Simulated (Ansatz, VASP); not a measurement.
## W: VASP beside Ansatz

```
W
1.0
     0.10552    2.08411    2.08411
     2.08411    0.10552    2.08411
     2.08411    2.08411    0.10552
W
1
Cartesian
  0.0000 0.0000 0.0000
```

Alike in both runs: task single point; functional r2SCAN; k mesh 22 × 22 × 22; occupations gaussian, width 0.15 eV; no spin polarisation.

```csv
,VASP,Ansatz
version,VASP 6.6.1,Ansatz 0.2.0
potentials or method,"VASP PAW PBE potentials, release 64 (W_sv), cutoff 520 eV","scalar-relativistic, plane waves, PAW"
valence electrons in the cell,14,14
```

VASP gave:

```
gap on the k mesh at the Fermi level (eV)                     : none
pressure (GPa)                                                : -6.8
traceless stress, the component that is largest in VASP (GPa) : 0.07
```

Q: Estimate Ansatz's values.

A: gap on the k mesh at the Fermi level (eV): none; pressure (GPa): -7.8; traceless stress, the component that is largest in VASP (GPa): 0.09.

VASP's potentials were made for PBE, not for r2SCAN. A gap of «none» marks a metal or a gap that the smearing closes.

Spin-orbit coupling is off throughout.
